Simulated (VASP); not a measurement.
A run of VASP 6.6.1 is set up as follows.

The input INCAR:

```
  ALGO = Normal
  EDIFF = 1E-8
  ENCUT = 520
  GGA = PS
  ISIF = 2
  ISMEAR = -1
  LASPH = T
  LCHARG = F
  LEFG = T
  LREAL = F
  LWAVE = F
  NBANDS = 15
  NELM = 60
  PREC = Accurate
  SIGMA = 0.03
```

File KPOINTS:

```
k-points
0
Gamma
  7 7 7
```

The input POSCAR:

```
RbBr
1.0
    0.0000000000      3.4947229488      3.4947229488
    3.4947229488      0.0000000000      3.4947229488
    3.4947229488      3.4947229488      0.0000000000
Rb Br
1 1
Direct
    0.0000000000      0.0000000000      0.0000000000
    0.5000000000      0.5000000000      0.5000000000
```

Potentials or basis: VASP PAW PBE potentials, release 64 (Rb_sv, Br).

Command:

```sh
$ cat potpaw_PBE.64/Rb_sv/POTCAR potpaw_PBE.64/Br/POTCAR > POTCAR
$ mpirun -np 1 vasp_std > vasp.out
```

(1) What does it give for the band gap on the k mesh?

(2) What does it give for the pressure?

## Answers

(1) 4.08 eV.

(2) -0.7 GPa.

Caveat: the PAW data sets were made with another functional, which shifts forces and pressure a little; an odd mesh through Γ misses points on the zone boundary, where band edges can lie.
